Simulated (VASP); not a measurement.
# Ce (Fm-3m) in VASP: notebook, part 2 of 2

VASP 6.6.1. The steps go on from the part before.

### 3 Relaxation of cell and atoms, r2SCAN, target pressure 5 GPa, at which the enthalpy is minimised

This run uses another cell than the first one, of 52.36 Å³/atom, 2.266 times its volume.

Input file POSCAR:

```
Ce
1.0
    0.0000000000      2.9693830000      2.9693830000
    2.9693830000      0.0000000000      2.9693830000
    2.9693830000      2.9693830000      0.0000000000
Ce
1
Direct
    0.0000000000      0.0000000000      0.0000000000
```

Input file INCAR.step1:

```
PREC = Accurate
ENCUT = 600
ISMEAR = 1
SIGMA = 0.0522
LREAL = False
LASPH = True
NELM = 80
GGA = PE
ALGO = Normal
EDIFF = 1E-4
LWAVE = True
LCHARG = False
```

Input file INCAR.step2:

```
PREC = Accurate
ENCUT = 600
EDIFF = 1E-6
ISMEAR = 1
SIGMA = 0.0522
LREAL = False
LASPH = True
NELM = 80
ALGO = Normal
ISIF = 3
LWAVE = False
LCHARG = False
METAGGA = R2SCAN
LMIXTAU = True
IBRION = 2
NSW = 60
EDIFFG = -0.01
PSTRESS = 50.0
ISTART = 1
```

Input file KPOINTS:

```
regular mesh
0
Gamma
  7 7 7
```

Potentials or basis: VASP PAW PBE potentials, release 64 (Ce).

Started as:

```bash
> cat potpaw_PBE.64/Ce/POTCAR > POTCAR
> cp INCAR.step1 INCAR
> mpirun -np 1 vasp_std > vasp.out
> cp INCAR.step2 INCAR
> mpirun -np 1 vasp_std > vasp.out
```

OUTCAR:

```text
PREC = Accurate
   ENCUT = 600
   EDIFF = 1E-6
   ISMEAR = 1
   LREAL = False
   LASPH = True
   NELM = 80
   ISIF = 3
   METAGGA = R2SCAN
   IBRION = 2
   NSW = 60
   EDIFFG = -0.01
   PSTRESS = 50.0
   ISTART = 1

 ion  position               nearest neighbor table
   1  0.000  0.000  0.000-

  LATTYP: Found a face centered cubic cell.
 ALAT       =     5.9387660000

  Lattice vectors:

 A1 = (   0.0000000000,   2.9693830000,   2.9693830000)
 A2 = (   2.9693830000,   0.0000000000,   2.9693830000)
 A3 = (   2.9693830000,   2.9693830000,   0.0000000000)

Analysis of symmetry for initial positions (statically):
=====================================================================
 Subroutine PRICEL returns:
 Original cell was already a primitive cell.

 Routine SETGRP: Setting up the symmetry group for a
 face centered cubic supercell.

 Subroutine GETGRP returns: Found 48 space group operations
 (whereof 48 operations were pure point group operations)
 out of a pool of 48 trial point group operations.

The static configuration has the point symmetry O_h .

Analysis of symmetry for dynamics (positions and initial velocities):
=====================================================================
 Subroutine PRICEL returns:
 Original cell was already a primitive cell.

 Routine SETGRP: Setting up the symmetry group for a
 face centered cubic supercell.

 Subroutine GETGRP returns: Found 48 space group operations
 (whereof 48 operations were pure point group operations)
 out of a pool of 48 trial point group operations.

The dynamic configuration has the point symmetry O_h .

 Subroutine INISYM returns: Found 48 space group operations
 (whereof 48 operations are pure point group operations),
 and found     1 'primitive' translations

----------------------------------------------------------------------------------------

                                     Primitive cell

  volume of cell :      52.3635

  direct lattice vectors                    reciprocal lattice vectors
     0.000000000  2.969383000  2.969383000    -0.168385149  0.168385149  0.168385149
     2.969383000  0.000000000  2.969383000     0.168385149 -0.168385149  0.168385149
     2.969383000  2.969383000  0.000000000     0.168385149  0.168385149 -0.168385149

  length of vectors
     4.199341710  4.199341710  4.199341710     0.291651634  0.291651634  0.291651634

  position of ions in fractional coordinates (direct lattice)
     0.000000000  0.000000000  0.000000000

  ion indices of the primitive-cell ions
   primitive index   ion index
                 1           1

----------------------------------------------------------------------------------------

 KPOINTS: regular mesh

Automatic generation of k-mesh.
 Grid dimensions read from file:
 generate k-points for:    7    7    7

 Generating k-lattice:

  Cartesian coordinates                     Fractional coordinates (reciprocal lattice)
    -0.024055021  0.024055021  0.024055021     0.142857143  0.000000000  0.000000000
     0.024055021 -0.024055021  0.024055021     0.000000000  0.142857143  0.000000000
     0.024055021  0.024055021 -0.024055021     0.000000000  0.000000000  0.142857143

  Length of vectors
     0.041664519  0.041664519  0.041664519

  Shift w.r.t. Gamma in fractional coordinates (k-lattice)
     0.000000000  0.000000000  0.000000000

 Subroutine IBZKPT returns following result:
 ===========================================

 Found     20 irreducible k-points:

 Following reciprocal coordinates:
            Coordinates               Weight
  0.000000  0.000000  0.000000      1.000000
  0.142857  0.000000  0.000000      8.000000
  0.285714  0.000000  0.000000      8.000000
  0.428571  0.000000  0.000000      8.000000
  0.142857  0.142857  0.000000      6.000000
  0.285714  0.142857  0.000000     24.000000
[... 12 lines left out ...]
 -0.428571  0.428571  0.142857     24.000000
 -0.285714  0.428571  0.142857     24.000000
   k-points           NKPTS =     20   k-points in BZ     NKDIM =     20   number of bands    NBANDS=     10
   number of dos      NEDOS =    301   number of ions     NIONS =      1
   total plane-waves  NPLWV =  46656
   dimension x,y,z NGX =    36 NGY =   36 NGZ =   36
   dimension x,y,z NGXF=    72 NGYF=   72 NGZF=   72
   ions per type =               1
   NGX,Y,Z   is equivalent  to a cutoff of  14.25, 14.25, 14.25 a.u.
   NGXF,Y,Z  is equivalent  to a cutoff of  28.50, 28.50, 28.50 a.u.
 SYSTEM =  unknown system
   PREC   = accura    normal or accurate (medium, high low for compatibility)
   ISTART =      1    job   : 0-new  1-cont  2-samecut
   ICHARG =      0    charge: 1-file 2-atom 10-const
   ISPIN  =      1    spin polarized calculation?
   LNONCOLLINEAR =      F non collinear calculations
   LSORBIT =      F    spin-orbit coupling
   LASPH  =      T    aspherical Exc in radial PAW
   ENCUT  =  600.0 eV  44.10 Ry    6.64 a.u.   8.39  8.39  8.39*2*pi/ulx,y,z
   NELM   =     80;   NELMIN=  2; NELMDL=  0     # of ELM steps
   EDIFF  = 0.1E-05   stopping-criterion for ELM
   LREAL  =      F    real-space projection
   EDIFFG = -.1E-01   stopping-criterion for IOM
   NSW    =     60    number of steps for IOM
   IBRION =      2    ionic relax: 0-MD 1-quasi-New 2-CG
   NFREE  =      1    steps in history (QN), initial steepest desc. (CG)
   ISIF   =      3    stress and relaxation
   ISYM   =      2    0-nonsym 1-usesym 2-fastsym
   POTIM  = 0.5000    time-step for ionic-motion
   TEBEG  =    0.0;   TEEND  =   0.0 temperature during run
   PSTRESS=   50.0 pullay stress
   NELECT =      12.0000    total number of electrons
   NUPDOWN=      -1.0000    fix difference up-down
   EMIN   =  10.00;   EMAX   =-10.00  energy-range for DOS
   EFERMI =   0.00;   METHOD = LEGACY
   ISMEAR =     1;   SIGMA  =   0.05  broadening in eV -4-tet -1-fermi 0-gaus
   EFERMI_NEDOS =   21; number of points for ismear=-14 and -15
   IALGO  =     38    algorithm
   IMIX   =      4    mixing-type and parameters
     AMIX     =   0.40;   BMIX     =  1.00
     AMIX_MAG =   1.60;   BMIX_MAG =  1.00
  volume/ion in A,a.u.               =      52.36       353.37
  Fermi-wavevector in a.u.,A,eV,Ry     =   1.001826  1.893177 13.655564  1.003656
  Thomas-Fermi vector in A             =   2.134274
   LORBIT       =      0    0 simple, 1 ext, 2 COOP (PROOUT), +10 PAW based schemes
   METAGGA = R2SCAN    functional components
   LHFCALC =     F    Hartree Fock is set to
   AEXX    =    0.0000 exact exchange contribution
   IVDW    =     0    specifies the selected vdW correction
   LEPSILON=     F    determine dielectric tensor
   LRPA    =     F    only Hartree local field effects (RPA)
 conjugate gradient relaxation of ions
 non-spin polarized calculation
 Methfessel and Paxton  Order N= 1 SIGMA  =   0.05
  energy-cutoff  :      600.00
  volume of cell :       52.36
 maximum number of plane-waves:      1807
 NGX is ok and might be reduce to    36
   NGX = 17   NGY = 17   NGZ = 17

--------------------------------------- Ionic step        1  -------------------------------------------

 number of electron      12.0000001 magnetization

 Free energy of the ion-electron system (eV)
  ---------------------------------------------------
  ext. energy  EPLUGINS =         0.00000000
  ---------------------------------------------------
  free energy    TOTEN  =       -29.68560372 eV

  energy without entropy =      -29.68527923  energy(sigma->0) =      -29.68549556

 E-fermi :   3.8386     XC(G=0):  -8.9182

 val. band max:        3.8263931438   @ k =  -0.2857   0.2857   0.0000
 cond. band min:       3.8615387242   @ k =   0.4286   0.0000   0.0000
 fundamental gap:      0.0351455804
 Fermi energy:         3.8386161198

 k-point     1 :       0.0000    0.0000    0.0000
  band No.  band energies     occupation
      1     -32.6007      2.00000
      2     -14.6775      2.00000
      3     -14.6775      2.00000
      4     -14.6775      2.00000
      5       0.5480      2.00000
      6       3.7515      2.03977
      7       4.0078     -0.00005
      8       4.0079     -0.00005
      9       4.0079     -0.00005
     10       4.5414     -0.00000
[... 279 lines left out ...]
  enthalpy is  TOTEN    =       -28.0514681959 eV   P V=        1.6341355239

--------------------------------------- Ionic step        2  -------------------------------------------

 number of electron      12.0000000 magnetization

 E-fermi :   9.8112     XC(G=0): -12.2194

 val. band max:        9.7957589889   @ k =   0.2857   0.0000   0.0000
 cond. band min:       9.8133310566   @ k =   0.2857   0.1429   0.0000
 fundamental gap:      0.0175720678
 Fermi energy:         9.8112163882

 k-point     1 :       0.0000    0.0000    0.0000
  band No.  band energies     occupation
      1     -26.4156      2.00000
      2      -6.9900      2.00000
      3      -6.9900      2.00000
      4      -6.9900      2.00000
      5       6.8839      2.00000
      6       9.4017      2.00000
      7      10.1596     -0.00000
      8      10.1596     -0.00000
      9      10.1596     -0.00000
     10      11.1082      0.00000
[... 427 lines left out ...]
  enthalpy is  TOTEN    =       -30.0806747814 eV   P V=        0.7217562988

--------------------------------------- Ionic step        7  -------------------------------------------

 number of electron      12.0000000 magnetization

 Free energy of the ion-electron system (eV)
  ---------------------------------------------------
  ext. energy  EPLUGINS =         0.00000000
  ---------------------------------------------------
  free energy    TOTEN  =       -30.80102350 eV

  energy without entropy =      -30.80157840  energy(sigma->0) =      -30.80120847

 E-fermi :  11.2954     XC(G=0): -12.8954

 val. band max:       11.2491021341   @ k =  -0.1429   0.1429   0.0000
 cond. band min:      11.3525925158   @ k =  -0.2857   0.2857   0.0000
 fundamental gap:      0.1034903817
 Fermi energy:        11.2953805910

 k-point     1 :       0.0000    0.0000    0.0000
  band No.  band energies     occupation
      1     -25.1834      2.00000
      2      -5.0799      2.00000
      3      -5.0799      2.00000
      4      -5.0799      2.00000
      5       8.8437      2.00000
      6      10.7323      2.00000
      7      11.6829     -0.00000
      8      11.6829     -0.00000
      9      11.6829     -0.00000
     10      12.8279      0.00000
[... 273 lines left out ...]
  FREE ENERGIE OF THE ION-ELECTRON SYSTEM (eV)
  ---------------------------------------------------
  free  energy   TOTEN  =       -30.8010234991 eV

  energy  without entropy=      -30.8015784048  energy(sigma->0) =      -30.80120847

  enthalpy is  TOTEN    =       -30.0806637915 eV   P V=        0.7203597077

 reached required accuracy - stopping structural energy minimisation
```

OUTCAR.step1:

```text
PREC = Accurate
   ENCUT = 600
   ISMEAR = 1
   LREAL = False
   LASPH = True
   NELM = 80
[... 468 lines left out ...]

 POSITION                                       TOTAL-FORCE (eV/Angst)
 -----------------------------------------------------------------------------------
      0.00000      0.00000      0.00000        -0.000000     -0.000000     -0.000000
 -----------------------------------------------------------------------------------
    total drift:                               -0.000000     -0.000000     -0.000000

  FREE ENERGIE OF THE ION-ELECTRON SYSTEM (eV)
  ---------------------------------------------------
  free  energy   TOTEN  =        -4.8790556581 eV

  energy  without entropy=       -4.8786122633  energy(sigma->0) =       -4.87890786
```

It took 11 min on 1 thread of AMD EPYC 7R43 (Zen 3), shared host; peak memory 0.27 GiB.

Results:

| Item | Value |
| --- | --- |
| Free energy | -30.8010 eV |
| Relaxed volume | 23.08 Å³/atom |
| Relaxed cell | a = 3.196 Å, b = 3.196 Å, c = 3.196 Å, α = 60.00°, β = 60.00°, γ = 60.00° |
| Space group after relaxing (to 0.05 Å) | Fm-3m (No. 225) |
| Energy change on relaxing (the enthalpy is what falls) | -1115.4 meV/atom |
| Ionic steps | 7 |
| Pressure after relaxing | 5.0 GPa |
| Band gap on the k mesh | zero (band 6 reaches 11.35 eV, above the bottom of band 7 at 11.25 eV) |

The path:
| step | energy change (eV) | largest force (eV/Å) | pressure (GPa) | volume (Å³) |
| --- | --- | --- | --- | --- |
| 1 | 0.0000 | 0.0000 | -8.19 | 52.36 |
| 2 | -1.1455 | 0.0000 | -1.00 | 26.02 |
| 3 | -1.1194 | 0.0000 | 4.55 | 23.21 |
| 4 | -1.1048 | 0.0000 | 6.07 | 22.78 |
| 5 | -1.1220 | 0.0000 | 4.40 | 23.30 |
| 6 | -1.1168 | 0.0000 | 4.84 | 23.13 |
| 7 | -1.1154 | 0.0000 | 4.95 | 23.08 |

Final structure:
```yaml
crystal:
  lattice:
    - [0.00000, 2.25989, 2.25989]
    - [2.25989, 0.00000, 2.25989]
    - [2.25989, 2.25989, 0.00000]
  atoms:
    - { symbol: Ce, position: [0.00000, 0.00000, 0.00000] }
```

Caveat: the cell is relaxed towards a set pressure, so the enthalpy falls and the energy may rise; the electronic state changed during the relaxation; the volume moved by over 15 % at a fixed basis, so the end points are rough; the PAW data sets were made with another functional, which shifts forces and pressure a little; spin-orbit coupling is left out, which moves the levels of the heavy elements.
